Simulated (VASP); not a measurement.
Write the native input for VASP 6.6.1 that does the following.

- Task: single point
- Functional: r2SCAN
- Potentials or basis: VASP PAW PBE potentials, release 64 (Ti_sv, Al)
- Cutoff: 520 eV
- k mesh: 4 × 4 × 4
- Occupations: gaussian, width 0.1 eV
- Spin: no spin polarisation
- Dipole correction: no
- Further INCAR settings: ALGO = Normal; EDIFF = 1e-07; NBANDS = 31

Crystal: TiAl3.

```
CELL_PARAMETERS angstrom
4.53372 0.00000 0.00000
0.00000 5.63947 0.00000
0.00000 0.00000 4.77089
ATOMIC_POSITIONS crystal
Ti 0.00000 0.00000 0.67000
Ti 0.50000 0.50000 0.33000
Al 0.00000 0.25000 0.16700
Al 0.00000 0.75000 0.16700
Al 0.50000 0.75000 0.83300
Al 0.50000 0.25000 0.83300
Al 0.50000 0.00000 0.33000
Al 0.00000 0.50000 0.67000
```

One way to write it, as run:

POSCAR

```
TiAl3
1.0
    4.5337157933      0.0000000000      0.0000000000
    0.0000000000      5.6394744232      0.0000000000
    0.0000000000      0.0000000000      4.7708899513
Ti Al
2 6
Direct
    0.0000000000      0.0000000000      0.6700000000
    0.5000000000      0.5000000000      0.3300000000
    0.0000000000      0.2500000000      0.1670000000
    0.0000000000      0.7500000000      0.1670000000
    0.5000000000      0.7500000000      0.8330000000
    0.5000000000      0.2500000000      0.8330000000
    0.5000000000      0.0000000000      0.3300000000
    0.0000000000      0.5000000000      0.6700000000
```

INCAR.step1

```
PREC     = Accurate       # precision mode
ENCUT    = 520            # plane-wave cutoff, eV
ISMEAR   = 0              # smearing method
SIGMA    = 0.1            # smearing width, eV
LREAL    = F              # projectors in reciprocal space
LASPH    = T              # aspherical terms in the spheres
NELM     = 60             # most SCF steps
NBANDS   = 31             # bands
GGA      = PE             # functional
ALGO     = Normal         # electronic algorithm
EDIFF    = 1E-4           # SCF threshold, eV
LWAVE    = T              # write WAVECAR
LCHARG   = F              # write CHGCAR
```

INCAR.step2

```
PREC     = Accurate       # precision mode
ENCUT    = 520            # plane-wave cutoff, eV
EDIFF    = 1E-7           # SCF threshold, eV
ISMEAR   = 0              # smearing method
SIGMA    = 0.1            # smearing width, eV
LREAL    = F              # projectors in reciprocal space
LASPH    = T              # aspherical terms in the spheres
NELM     = 60             # most SCF steps
ALGO     = Normal         # electronic algorithm
ISIF     = 2              # what is computed and relaxed
LWAVE    = F              # write WAVECAR
LCHARG   = F              # write CHGCAR
METAGGA  = R2SCAN         # meta-GGA
LMIXTAU  = T            
NBANDS   = 31             # bands
ISTART   = 1
```

KPOINTS

```
Automatic mesh
0
Gamma
  4 4 4
```

Potentials or basis: VASP PAW PBE potentials, release 64 (Ti_sv, Al).

Run with:

```bash
$ cat potpaw_PBE.64/Ti_sv/POTCAR potpaw_PBE.64/Al/POTCAR > POTCAR
$ cp INCAR.step1 INCAR
$ mpirun -np 1 vasp_std > vasp.out
$ cp INCAR.step2 INCAR
$ mpirun -np 1 vasp_std > vasp.out
```

Results of the run:

```yaml
Pressure: 3.9 GPa
Largest_force: 1.701 eV/Å
Band_gap_on_the_k_mesh: zero (band 21 reaches 9.31 eV, above the bottom of band 22 at 8.46 eV)
```

Caveat: the PAW data sets were made with another functional, which shifts forces and pressure a little.

It took 4.3 min on 1 thread of Intel(R) Xeon(R) Platinum 8375C CPU @ 2.90GHz (Ice Lake), with other jobs on the host, peak memory 0.28 GiB.
